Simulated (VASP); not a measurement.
# K2S (Fm-3m) in VASP: further runs, part 2 of 2

VASP 6.6.1. Earlier steps stand in the parts before.

## (4) Relaxation of cell and atoms, PBEsol, target pressure 15 GPa, at which the enthalpy is minimised

Contents of INCAR:

```
PREC = Accurate
ENCUT = 500
EDIFF = 1E-7
ISMEAR = 0
SIGMA = 0.01
LREAL = False
LASPH = True
NELM = 120
ALGO = Normal
ISIF = 3
LWAVE = False
LCHARG = False
GGA = PS
IBRION = 2
NSW = 100
EDIFFG = -0.002
PSTRESS = 150.0
GGA_COMPAT = False
NELMIN = 4
```

Contents of KPOINTS:

```
Automatic mesh
0
Gamma
  6 6 6
```

Contents of POSCAR:

```
K2S
1.0
    0.0000000000      3.6679105814      3.6679105814
    3.6679105814      0.0000000000      3.6679105814
    3.6679105814      3.6679105814      0.0000000000
K S
2 1
Direct
    0.2500000000      0.2500000000      0.2500000000
    0.7500000000      0.7500000000      0.7500000000
    0.0000000000      0.0000000000      0.0000000000
```

Potentials or basis: VASP PAW PBE potentials, release 64 (K_sv, S).

On the command line:

```sh
$ cat potpaw_PBE.64/K_sv/POTCAR potpaw_PBE.64/S/POTCAR > POTCAR
$ mpirun -np 1 vasp_std > vasp.out
```

OUTCAR:

```text
PREC = Accurate
   ENCUT = 500
   EDIFF = 1E-7
   ISMEAR = 0
   LREAL = False
   LASPH = True
   NELM = 120
   ISIF = 3
   GGA = PS
   IBRION = 2
   NSW = 100
   EDIFFG = -0.002
   PSTRESS = 150.0
   NELMIN = 4

 ion  position               nearest neighbor table
   1  0.250  0.250  0.250-   3 3.18   3 3.18   3 3.18   3 3.18   2 3.67   2 3.67   2 3.67   2 3.67
                             2 3.67   2 3.67
   2  0.750  0.750  0.750-   3 3.18   3 3.18   3 3.18   3 3.18   1 3.67   1 3.67   1 3.67   1 3.67
                             1 3.67   1 3.67
   3  0.000  0.000  0.000-   2 3.18   2 3.18   2 3.18   1 3.18   1 3.18   1 3.18   2 3.18   1 3.18

  LATTYP: Found a face centered cubic cell.
 ALAT       =     7.3358211628

  Lattice vectors:

 A1 = (   0.0000000000,   3.6679105814,   3.6679105814)
 A2 = (   3.6679105814,   0.0000000000,   3.6679105814)
 A3 = (   3.6679105814,   3.6679105814,   0.0000000000)

Analysis of symmetry for initial positions (statically):
[... 172 lines left out ...]
 val. band max:       -0.3540172809   @ k =   0.5000   0.5000   0.0000
 cond. band min:       1.9921308074   @ k =   0.0000   0.0000   0.0000
 fundamental gap:      2.3461480883
 Fermi energy:        -0.2895664210

 k-point     1 :       0.0000    0.0000    0.0000
  band No.  band energies     occupation
      1     -29.3333      2.00000
      2     -29.2386      2.00000
      3     -13.0057      2.00000
      4     -13.0057      2.00000
      5     -13.0057      2.00000
      6     -12.7422      2.00000
[... 487 lines left out ...]
--------------------------------------- Ionic step        6  -------------------------------------------

 number of electron      24.0000001 magnetization

 Free energy of the ion-electron system (eV)
  ---------------------------------------------------
  ext. energy  EPLUGINS =         0.00000000
  ---------------------------------------------------
  free energy    TOTEN  =        -8.86907451 eV

  energy without entropy =       -8.86907451  energy(sigma->0) =       -8.86907451

 E-fermi :   1.4441     XC(G=0):  -9.0367

 val. band max:        1.2827439865   @ k =   0.5000   0.5000   0.0000
 cond. band min:       4.4574644382   @ k =   0.0000   0.0000   0.0000
 fundamental gap:      3.1747204517
 Fermi energy:         1.4440805493

 k-point     1 :       0.0000    0.0000    0.0000
  band No.  band energies     occupation
      1     -27.4297      2.00000
      2     -27.0847      2.00000
      3     -11.2404      2.00000
      4     -11.2404      2.00000
      5     -11.2404      2.00000
      6     -10.6080      2.00000
[... 327 lines left out ...]
  energy  without entropy=       -8.8690745118  energy(sigma->0) =       -8.86907451

  enthalpy is  TOTEN    =        -2.3159267907 eV   P V=        6.5531477211

 reached required accuracy - stopping structural energy minimisation
```

OSZICAR:

```text
N       E                     dE             d eps       ncg     rms          rms(c)
DAV:   1     0.151518692898E+03    0.15152E+03   -0.10864E+04   512   0.125E+03
DAV:   2     0.128893016683E+01   -0.15023E+03   -0.14770E+03   592   0.336E+02
DAV:   3    -0.109294787187E+02   -0.12218E+02   -0.12199E+02   984   0.750E+01
[... 69 lines left out ...]
DAV:   4    -0.886906414344E+01   -0.25272E-04   -0.70840E-05   664   0.604E-02    0.388E-02
DAV:   5    -0.886907238507E+01   -0.82416E-05   -0.81054E-05   976   0.521E-02    0.126E-02
DAV:   6    -0.886907249745E+01   -0.11238E-06   -0.11232E-06   664   0.881E-03    0.948E-03
DAV:   7    -0.886907457864E+01   -0.20812E-05   -0.44333E-07   680   0.627E-03    0.198E-03
DAV:   8    -0.886907451179E+01    0.66850E-07   -0.42346E-08   328   0.193E-03
   6 F= -.23159268E+01 E0= -.23159268E+01  d E =-.640514E-03
```

Wall time 77 s (1 thread of Intel Xeon 6975P-C (Granite Rapids), shared host); peak memory 0.25 GiB.

Results:

* Free energy: -8.8691 eV
* Relaxed volume: 23.33 Å³/atom
* Relaxed cell: a = 4.626 Å, b = 4.626 Å, c = 4.626 Å, α = 60.00°, β = 60.00°, γ = 60.00°
* Space group after relaxing (to 0.1 Å): Fm-3m (No. 225)
* Energy change on relaxing (the run minimises the enthalpy): +331.5 meV/atom
* Ionic steps: 6
* Pressure after relaxing: 15.0 GPa
* Band gap on the k mesh: 3.17 eV (least direct gap 3.21 eV)

Step by step:
```tsv
step	energy change (eV)	largest force (eV/Å)	pressure (GPa)	volume (Å³)
1	0.0000	0.0000	0.06	98.69
2	2.1633	0.0000	28.03	61.03
3	0.9876	0.0000	14.92	70.07
4	1.0357	0.0000	15.47	69.56
5	0.9737	0.0000	14.76	70.22
6	0.9945	0.0000	15.00	70.00
```

Final structure:
```yaml
crystal:
  lattice:
    - [0.00000, 3.27099, 3.27099]
    - [3.27099, 0.00000, 3.27099]
    - [3.27099, 3.27099, 0.00000]
  atoms:
    - { symbol: K, position: [0.25000, 0.25000, 0.25000] }
    - { symbol: K, position: [0.75000, 0.75000, 0.75000] }
    - { symbol: S, position: [0.00000, 0.00000, 0.00000] }
```

Levels at points of the mesh, in eV from the valence-band top:
| k point | band 10 | band 11 | band 12 | band 13 | band 14 | band 15 |
| --- | --- | --- | --- | --- | --- | --- |
| (0.00, 0.00, 0.00) | -0.81 | -0.81 | -0.81 | 3.17 | 5.06 | 5.06 |
| (0.50, 0.00, 0.00) | -0.86 | -0.36 | -0.36 | 5.02 | 6.01 | 6.01 |
| (0.50, 0.50, 0.00) | -1.31 | 0.00 | 0.00 | 3.21 | 5.66 | 6.65 |

Caveat: the cell is relaxed towards a set pressure, so the run minimises the enthalpy, not the energy; the volume moved by over 15 % at a fixed basis, so the end points are rough; the PAW data sets were made with another functional, which shifts forces and pressure a little.

## (5) Summary

| cell | gap on the mesh (eV) | pressure (GPa) |
| --- | --- | --- |
| relaxed to 7 GPa | 2.86 | 7.0 |
| relaxed to 10 GPa | 3.00 | 10.0 |
| relaxed to 15 GPa | 3.17 | 15.0 |

Alike in all rows: task relaxation of cell and atoms; level PBEsol; potentials or basis VASP PAW PBE potentials, release 64 (K_sv, S); no spin polarisation; k mesh 6 × 6 × 6; cutoff (eV) 500; smearing gaussian 0.01 eV.

Caveats: the cell is relaxed towards a set pressure, so the run minimises the enthalpy, not the energy; the volume moved by over 15 % at a fixed basis, so the end points are rough; the PAW data sets were made with another functional, which shifts forces and pressure a little.

Total energies depend on the potentials used, so only differences within one code and one set of settings carry meaning.
